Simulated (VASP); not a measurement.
Here is a VASP 6.6.1 calculation.

File POSCAR:

```
CsH
1.0
    3.8130657953      0.0000000000      0.0000000000
    0.0000000000      3.8130657953      0.0000000000
    0.0000000000      0.0000000000      3.8130657953
Cs H
1 1
Direct
    0.0000000000      0.0000000000      0.0000000000
    0.5000000000      0.5000000000      0.5000000000
```

The input INCAR.step1:

```
PREC = Accurate
ENCUT = 520
ISMEAR = 0
SIGMA = 0.01
LREAL = F
LASPH = T
NELM = 80
NBANDS = 12
GGA = PE
ALGO = Normal
EDIFF = 1E-4
LWAVE = T
LCHARG = F
```

INCAR.step2

```
PREC = Accurate
ENCUT = 520
EDIFF = 1E-7
ISMEAR = 0
SIGMA = 0.01
LREAL = F
LASPH = T
NELM = 80
ALGO = Normal
ISIF = 2
LWAVE = F
LCHARG = T
METAGGA = R2SCAN
LMIXTAU = T
LELF = T
LVHAR = T
NBANDS = 12
ISTART = 1
```

KPOINTS

```
regular mesh
0
Gamma
  4 4 4
```

Potentials or basis: VASP PAW PBE potentials, release 64 (Cs_sv, H).

Run with:

```sh
$ cat potpaw_PBE.64/Cs_sv/POTCAR potpaw_PBE.64/H/POTCAR > POTCAR
$ cp INCAR.step1 INCAR
$ mpirun -np 1 vasp_std > vasp.out
$ cp INCAR.step2 INCAR
$ mpirun -np 1 vasp_std > vasp.out
```

Problem. What does it give for the pressure?

Solution. 0.1 GPa.

Problem. What does it give for the band gap on the k mesh?

Solution. 3.15 eV, direct.

Caveat: the PAW data sets were made with another functional, which shifts forces and pressure a little; spin-orbit coupling is left out, which moves the levels of the heavy elements. r2SCAN opens gaps a little over a GGA but as a rule still falls short of measured ones.
